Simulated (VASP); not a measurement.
Write the native input for VASP 6.6.1 that does the following.

| Item | Value |
| --- | --- |
| Task | single point |
| Functional | PBE |
| Potentials or basis | VASP PAW PBE potentials, release 64 (Al, Ni) |
| Cutoff | 520 eV |
| k mesh | 14 × 14 × 14 |
| Occupations | gaussian, width 0.15 eV |
| Spin | collinear spin, ferromagnetic start |
| Starting moments | [0.0, 0.375, 0.375, 0.375] μB |
| Fixed moment | 1.125 μB |
| Dipole correction | no |
| Further INCAR settings | ALGO = Normal; EDIFF = 1e-07; NBANDS = 28 |

The structure of AlNi3 lies in POSCAR:

```
AlNi3
1.0
    0.0000000000      2.8915329726      2.8915329726
    2.8915329726      0.0000000000      2.8915329726
    2.8915329726      2.8915329726      0.0000000000
Al Ni
1 3
Direct
    0.5000000000      0.5000000000      0.5000000000
    0.2500000000      0.2500000000      0.2500000000
    0.0000000000      0.0000000000      0.0000000000
    0.7500000000      0.7500000000      0.7500000000
```

One way to write it, as run:

INCAR

```
SYSTEM = AlNi3
PREC = Accurate
ENCUT = 520
EDIFF = 1E-7
ISMEAR = 0
SIGMA = 0.15
LREAL = .FALSE.
LASPH = .TRUE.
NELM = 150
ALGO = Normal
ISIF = 2
LWAVE = .FALSE.
LCHARG = .TRUE.
ISPIN = 2
MAGMOM = 0 0.375 0.375 0.375
LORBIT = 11
NUPDOWN = 1.125
LMAXMIX = 4
GGA = PE
LELF = .TRUE.
LVHAR = .TRUE.
NBANDS = 28
```

KPOINTS

```
regular mesh
0
G
  14 14 14
  0 0 0
```

Potentials or basis: VASP PAW PBE potentials, release 64 (Al, Ni).

Command:

```sh
$ cat potpaw_PBE.64/Al/POTCAR potpaw_PBE.64/Ni/POTCAR > POTCAR
$ mpirun -np 1 vasp_std > vasp.out
```

Results of the run:

| Item | Value |
| --- | --- |
| Pressure | -8.1 GPa |
| Net moment | 1.12 μB per cell |
| Site moments | Al +0.00; Ni +0.32, +0.46 (each value once) μB |
| Valence electrons inside the program's atomic spheres | Al 0.78; Ni 9.29, 9.23 (each value once) |

Caveat: the cell stands under tension; the total moment is fixed, so each spin has its own Fermi level and the state may be an excited one.

It took 4 min on 1 thread of Oxide Virtual Turin-like Processor, with other jobs on the host, peak memory 0.3 GiB.
